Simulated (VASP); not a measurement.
# Zr (P6_3/mmc) in VASP: single point with r2SCAN

Aim: the single point of Zr with r2SCAN.

All numbers are computed with VASP 6.6.1; they aren't measurements. Logs are shortened: lines on timing, memory, paths and dates and some standing lists are left out, and cuts for length are marked.

**1. The cell of the first run**

Symmetry: P6_3/mmc, No. 194, hexagonal system. Conventional cell: a = 3.245 Å, b = 3.245 Å, c = 5.157 Å, α = 90.00°, β = 90.00°, γ = 120.00°. Within 4.2 Å of Zr (site symmetry -6m2) lie 12 Zr at 3.19 to 3.24 Å.

**2. Single point, r2SCAN**

POSCAR

```
Zr
1.0
    3.2445832025      0.0000000000      0.0000000000
   -1.6222916012      2.8098914781      0.0000000000
    0.0000000000      0.0000000000      5.1573640588
Zr
2
Direct
    0.3333333333      0.6666666667      0.2500000000
    0.6666666667      0.3333333333      0.7500000000
```

INCAR.step1

```
  PREC = Accurate
  ENCUT = 520
  ISMEAR = -1
  SIGMA = 0.1
  LREAL = False
  LASPH = True
  NELM = 60
  NBANDS = 19
  GGA = PE
  ALGO = Normal
  EDIFF = 1E-4
  LWAVE = True
  LCHARG = False
```

INCAR.step2

```
  PREC = Accurate
  ENCUT = 520
  EDIFF = 1E-7
  ISMEAR = -1
  SIGMA = 0.1
  LREAL = False
  LASPH = True
  NELM = 60
  ALGO = Normal
  ISIF = 2
  LWAVE = False
  LCHARG = False
  METAGGA = R2SCAN
  LMIXTAU = True
  NBANDS = 19
  ISTART = 1
```

KPOINTS

```
regular mesh
0
Gamma
  18 18 10
```

Potentials or basis: VASP PAW PBE potentials, release 64 (Zr_sv).

On the command line:

```sh
$ cat potpaw_PBE.64/Zr_sv/POTCAR > POTCAR
$ cp INCAR.step1 INCAR
$ mpirun -np 1 vasp_std > vasp.out
$ cp INCAR.step2 INCAR
$ mpirun -np 1 vasp_std > vasp.out
```

OUTCAR:

```text
PREC = Accurate
   ENCUT = 520
   EDIFF = 1E-7
   ISMEAR = -1
   LREAL = False
   LASPH = True
   NELM = 60
   ISIF = 2
   METAGGA = R2SCAN
   ISTART = 1

 ion  position               nearest neighbor table
   1  0.333  0.667  0.250-   2 3.19   2 3.19   2 3.19   2 3.19   2 3.19   2 3.19
   2  0.667  0.333  0.750-   1 3.19   1 3.19   1 3.19   1 3.19   1 3.19   1 3.19

  LATTYP: Found a hexagonal cell.
 ALAT       =     3.2445832025
 C/A-ratio  =     1.5895305304

  Lattice vectors:

 A1 = (   3.2445832025,   0.0000000000,   0.0000000000)
 A2 = (  -1.6222916012,   2.8098914781,   0.0000000000)
 A3 = (   0.0000000000,   0.0000000000,   5.1573640588)

Analysis of symmetry for initial positions (statically):
=====================================================================
 Subroutine PRICEL returns:
 Original cell was already a primitive cell.

 Routine SETGRP: Setting up the symmetry group for a
 hexagonal supercell.

 Subroutine GETGRP returns: Found 24 space group operations
 (whereof 12 operations were pure point group operations)
 out of a pool of 24 trial point group operations.

The static configuration has the point symmetry D_3d.
 The point group associated with its full space group is D_6h.

Analysis of symmetry for dynamics (positions and initial velocities):
=====================================================================
 Subroutine PRICEL returns:
 Original cell was already a primitive cell.

 Routine SETGRP: Setting up the symmetry group for a
 hexagonal supercell.

 Subroutine GETGRP returns: Found 24 space group operations
 (whereof 12 operations were pure point group operations)
 out of a pool of 24 trial point group operations.

The dynamic configuration has the point symmetry D_3d.
 The point group associated with its full space group is D_6h.

 Subroutine INISYM returns: Found 24 space group operations
 (whereof 12 operations are pure point group operations),
 and found     1 'primitive' translations

----------------------------------------------------------------------------------------

                                     Primitive cell

  volume of cell :      47.0193

  direct lattice vectors                    reciprocal lattice vectors
     3.244583202  0.000000000  0.000000000     0.308205997  0.177942815  0.000000000
    -1.622291601  2.809891478  0.000000000     0.000000000  0.355885630  0.000000000
     0.000000000  0.000000000  5.157364059     0.000000000  0.000000000  0.193897500

  length of vectors
     3.244583202  3.244583203  5.157364059     0.355885630  0.355885630  0.193897500

  position of ions in fractional coordinates (direct lattice)
     0.333333333  0.666666667  0.250000000
     0.666666667  0.333333333  0.750000000

  ion indices of the primitive-cell ions
   primitive index   ion index
                 1           1
                 2           2

----------------------------------------------------------------------------------------

 KPOINTS: regular mesh

Automatic generation of k-mesh.
 Grid dimensions read from file:
 generate k-points for:   18   18   10

 Generating k-lattice:

  Cartesian coordinates                     Fractional coordinates (reciprocal lattice)
     0.017122555  0.009885712  0.000000000     0.055555556  0.000000000  0.000000000
     0.000000000  0.019771424  0.000000000     0.000000000  0.055555556  0.000000000
     0.000000000  0.000000000  0.019389750     0.000000000  0.000000000  0.100000000

  Length of vectors
     0.019771424  0.019771424  0.019389750

  Shift w.r.t. Gamma in fractional coordinates (k-lattice)
     0.000000000  0.000000000  0.000000000

 Subroutine IBZKPT returns following result:
 ===========================================

 Found    222 irreducible k-points:

 Following reciprocal coordinates:
            Coordinates               Weight
  0.000000  0.000000  0.000000      1.000000
  0.055556  0.000000  0.000000      6.000000
  0.111111  0.000000  0.000000      6.000000
  0.166667  0.000000  0.000000      6.000000
  0.222222  0.000000  0.000000      6.000000
  0.277778  0.000000  0.000000      6.000000
[... 16 lines left out ...]
  0.333333  0.111111  0.000000     12.000000
  0.388889  0.111111  0.000000     12.000000
 [... further k-points ...]
   k-points           NKPTS =    222   k-points in BZ     NKDIM =    222   number of bands    NBANDS=     19
   number of dos      NEDOS =    301   number of ions     NIONS =      2
   total plane-waves  NPLWV =  23040
   dimension x,y,z NGX =    24 NGY =   24 NGZ =   40
   dimension x,y,z NGXF=    48 NGYF=   48 NGZF=   80
   ions per type =               2
   NGX,Y,Z   is equivalent  to a cutoff of  12.30, 12.30, 12.89 a.u.
   NGXF,Y,Z  is equivalent  to a cutoff of  24.59, 24.59, 25.79 a.u.
 SYSTEM =  unknown system
   PREC   = accura    normal or accurate (medium, high low for compatibility)
   ISTART =      1    job   : 0-new  1-cont  2-samecut
   ICHARG =      0    charge: 1-file 2-atom 10-const
   ISPIN  =      1    spin polarized calculation?
   LNONCOLLINEAR =      F non collinear calculations
   LSORBIT =      F    spin-orbit coupling
   LASPH  =      T    aspherical Exc in radial PAW
   ENCUT  =  520.0 eV  38.22 Ry    6.18 a.u.   6.03  6.03  9.59*2*pi/ulx,y,z
   NELM   =     60;   NELMIN=  2; NELMDL=  0     # of ELM steps
   EDIFF  = 0.1E-06   stopping-criterion for ELM
   LREAL  =      F    real-space projection
   EDIFFG = 0.1E-05   stopping-criterion for IOM
   NSW    =      0    number of steps for IOM
   IBRION =     -1    ionic relax: 0-MD 1-quasi-New 2-CG
   NFREE  =      0    steps in history (QN), initial steepest desc. (CG)
   ISIF   =      2    stress and relaxation
   ISYM   =      2    0-nonsym 1-usesym 2-fastsym
   POTIM  = 0.5000    time-step for ionic-motion
   TEBEG  =    0.0;   TEEND  =   0.0 temperature during run
   PSTRESS=    0.0 pullay stress
   NELECT =      24.0000    total number of electrons
   NUPDOWN=      -1.0000    fix difference up-down
   EMIN   =  10.00;   EMAX   =-10.00  energy-range for DOS
   EFERMI =   0.00;   METHOD = LEGACY
   ISMEAR =    -1;   SIGMA  =   0.10  broadening in eV -4-tet -1-fermi 0-gaus
   EFERMI_NEDOS =   21; number of points for ismear=-14 and -15
   IALGO  =     38    algorithm
   IMIX   =      4    mixing-type and parameters
     AMIX     =   0.40;   BMIX     =  1.00
     AMIX_MAG =   1.60;   BMIX_MAG =  1.00
  volume/ion in A,a.u.               =      23.51       158.65
  Fermi-wavevector in a.u.,A,eV,Ry     =   1.308338  2.472400 23.289736  1.711747
  Thomas-Fermi vector in A             =   2.439011
   LORBIT       =      0    0 simple, 1 ext, 2 COOP (PROOUT), +10 PAW based schemes
   METAGGA = R2SCAN    functional components
   LHFCALC =     F    Hartree Fock is set to
   AEXX    =    0.0000 exact exchange contribution
   IVDW    =     0    specifies the selected vdW correction
   LEPSILON=     F    determine dielectric tensor
   LRPA    =     F    only Hartree local field effects (RPA)
 non-spin polarized calculation
  energy-cutoff  :      520.00
  volume of cell :       47.02
 maximum number of plane-waves:      1296
   NGX = 13   NGY = 13   NGZ = 19

 number of electron      24.0000001 magnetization

 Free energy of the ion-electron system (eV)
  ---------------------------------------------------
  ext. energy  EPLUGINS =         0.00000000
  ---------------------------------------------------
  free energy    TOTEN  =       -45.52975807 eV

  energy without entropy =      -45.47062536  energy(sigma->0) =      -45.50019172

 E-fermi :   8.9138     XC(G=0): -11.9021

 val. band max:        8.9090006735   @ k =   0.3333   0.2778   0.4000
 cond. band min:       8.9154793662   @ k =   0.3333   0.1667   0.4000
 fundamental gap:      0.0064786927
 Fermi energy:         8.9137897518

 k-point     1 :       0.0000    0.0000    0.0000
  band No.  band energies     occupation
      1     -41.6405      2.00000
      2     -41.4790      2.00000
      3     -19.4831      2.00000
      4     -18.5929      2.00000
      5     -18.5929      2.00000
      6     -18.4519      2.00000
[... 11 lines left out ...]
     18      11.2928      0.00000
     19      13.6048      0.00000

 k-point     2 :       0.0556    0.0000    0.0000
  band No.  band energies     occupation
      1     -41.6368      2.00000
      2     -41.4775      2.00000
      3     -19.4733      2.00000
      4     -18.6143      2.00000
      5     -18.6000      2.00000
      6     -18.4730      2.00000
[... 11 lines left out ...]
     18      11.2097      0.00000
     19      13.6668      0.00000

 k-point     3 :       0.1111    0.0000    0.0000
  band No.  band energies     occupation
      1     -41.6262      2.00000
      2     -41.4733      2.00000
      3     -19.4446      2.00000
      4     -18.6761      2.00000
      5     -18.6200      2.00000
      6     -18.5364      2.00000
[... 11 lines left out ...]
     18      10.9952      0.00000
     19      13.8195      0.00000

 k-point     4 :       0.1667    0.0000    0.0000
  band No.  band energies     occupation
      1     -41.6095      2.00000
      2     -41.4670      2.00000
      3     -19.3987      2.00000
      4     -18.7707      2.00000
      5     -18.6498      2.00000
      6     -18.6312      2.00000
[... 11 lines left out ...]
     18      11.3200      0.00000
     19      14.0021      0.00000

 k-point     5 :       0.2222    0.0000    0.0000
  band No.  band energies     occupation
      1     -41.5885      2.00000
      2     -41.4599      2.00000
      3     -19.3384      2.00000
      4     -18.8868      2.00000
      5     -18.7438      2.00000
      6     -18.6851      2.00000
[... 11 lines left out ...]
     18      11.8122      0.00000
     19      14.1706      0.00000
[... 334 lines left out ...]
      2     -41.4515      2.00000
      3     -19.2448      2.00000
      4     -19.0053      2.00000
      5     -18.9167      2.00000
      6     -18.7200      2.00000
[... 11 lines left out ...]
     18      12.8932      0.00000
     19      14.1762      0.00000

 k-point    22 :       0.2778    0.1111    0.0000
  band No.  band energies     occupation
      1     -41.5350      2.00000
      2     -41.4474      2.00000
      3     -19.1708      2.00000
      4     -19.1129      2.00000
      5     -18.9900      2.00000
      6     -18.7722      2.00000
[... 11 lines left out ...]
     18      13.6185      0.00000
     19      14.2409      0.00000

 k-point    23 :       0.3333    0.1111    0.0000
  band No.  band energies     occupation
      1     -41.5147      2.00000
      2     -41.4459      2.00000
      3     -19.2002      2.00000
      4     -19.0987      2.00000
      5     -19.0487      2.00000
      6     -18.8143      2.00000
[... 11 lines left out ...]
     18      14.2827      0.00000
     19      14.3562      0.00000

 k-point    24 :       0.3889    0.1111    0.0000
  band No.  band energies     occupation
      1     -41.4997      2.00000
      2     -41.4467      2.00000
      3     -19.2567      2.00000
      4     -19.0869      2.00000
      5     -19.0403      2.00000
      6     -18.8413      2.00000
[... 11 lines left out ...]
     18      14.3051      0.00000
     19      15.0198      0.00000

 [... further k-points ...]

------------------------ aborting loop because EDIFF is reached ----------------------------------------

  FORCE on cell =-STRESS in cart. coord.  units (eV):
  Direction    XX          YY          ZZ          XY          YZ          ZX
  --------------------------------------------------------------------------------------
  -------------------------------------------------------------------------------------
  Total        0.0029033      0.0029033      0.0053482      0.0000000     -0.0000000      0.0000000
  in kB        0.0989297      0.0989297      0.1822403      0.0000000     -0.0000000      0.0000000
  external PRESSURE =       0.1266999 kB  Pullay stress =       0.0000000 kB

 VOLUME and BASIS-vectors are now :
 -----------------------------------------------------------------------------
  energy-cutoff  :      520.00
  volume of cell :       47.02
      direct lattice vectors                 reciprocal lattice vectors
     3.244583202  0.000000000  0.000000000     0.308205997  0.177942815  0.000000000
    -1.622291601  2.809891478  0.000000000     0.000000000  0.355885630  0.000000000
     0.000000000  0.000000000  5.157364059     0.000000000  0.000000000  0.193897500

 POSITION                                       TOTAL-FORCE (eV/Angst)
 -----------------------------------------------------------------------------------
     -0.00000      1.87326      1.28934        -0.000000      0.000000      0.000000
      1.62229      0.93663      3.86802         0.000000      0.000000      0.000000
 -----------------------------------------------------------------------------------
    total drift:                               -0.000000      0.000000     -0.000000

  FREE ENERGIE OF THE ION-ELECTRON SYSTEM (eV)
  ---------------------------------------------------
  free  energy   TOTEN  =       -45.5297580748 eV

  energy  without entropy=      -45.4706253584  energy(sigma->0) =      -45.50019172
```

Wall time 14 min (1 thread of Intel Xeon 8259CL, shared host); peak memory 0.29 GiB.

What came out:

| Quantity | Value |
| --- | --- |
| Free energy | -45.5298 eV |
| Pressure | 0.0 GPa |
| Band gap on the k mesh | zero (bands 12 and 13 overlap by 1.31 eV) |

Levels at points of the mesh, in eV from the Fermi level:
```csv
k point,band 8,band 9,band 10,band 11,band 12,band 13,band 14,band 15,band 16,band 17
"(0.00, 0.00, 0.00)",-27.36,-5.98,-3.15,0.99,0.99,1.03,1.17,1.73,1.73,2.38
"(0.50, 0.00, 0.00)",-27.47,-2.64,-2.62,-2.20,-0.38,0.70,0.87,1.60,5.13,5.54
"(0.00, 0.00, 0.50)",-27.44,-4.18,-4.18,0.05,0.05,0.91,0.91,0.91,0.91,4.23
"(0.50, 0.00, 0.50)",-27.60,-2.96,-2.96,-1.05,-1.05,1.57,1.57,2.41,2.41,5.37
```

Caveat: the PAW data sets were made with another functional, which shifts forces and pressure a little.
